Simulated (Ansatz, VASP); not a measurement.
## HfTe2W2: VASP beside Ansatz

```xyz
5
Lattice="4.6169 0.0000 0.0000 0.0000 4.6169 0.0000 0.0000 0.0000 5.3795" Properties=species:S:1:pos:R:3 pbc="T T T"
Hf    0.0000    0.0000    0.0000
Te    0.0000    2.3084    2.6898
Te    2.3084    0.0000    2.6898
W     2.3084    2.3084    1.1795
W     2.3084    2.3084    4.2000
```

Change from the starting cell: species swapped into the CeMg2Si2 type (P4/mmm, No. 123).

Alike in both runs: functional PBE; k mesh 4 × 4 × 4; occupations gaussian, width 0.1 eV; no spin polarisation.

Ansatz relaxed the structure, and its values are those at the end. VASP's run is a single point on that final structure, the one shown.

|  | VASP | Ansatz |
| --- | --- | --- |
| version | VASP 6.6.1 | Ansatz 0.2.0 |
| potentials or method | VASP PAW PBE potentials, release 64 (Hf_pv, Te, W_sv), cutoff 520 eV | scalar-relativistic, plane waves, PAW |
| valence electrons in the cell | 50 | 86 |

|  | VASP | Ansatz | Ansatz less VASP |
| --- | --- | --- | --- |
| gap on the k mesh at the Fermi level (eV) | none | none | - |
| pressure (GPa) | 0.0 | 0.0 | 0.00 |
| rms of the force components (eV/Å) | 0.043 | 0.003 | -0.0395 |

A gap of «none» marks a metal or a gap that the smearing closes. VASP's potentials hold 50 valence electrons a cell and Ansatz's 86, so a difference there can come from the potentials and not from the codes.

Spin-orbit coupling is off throughout.
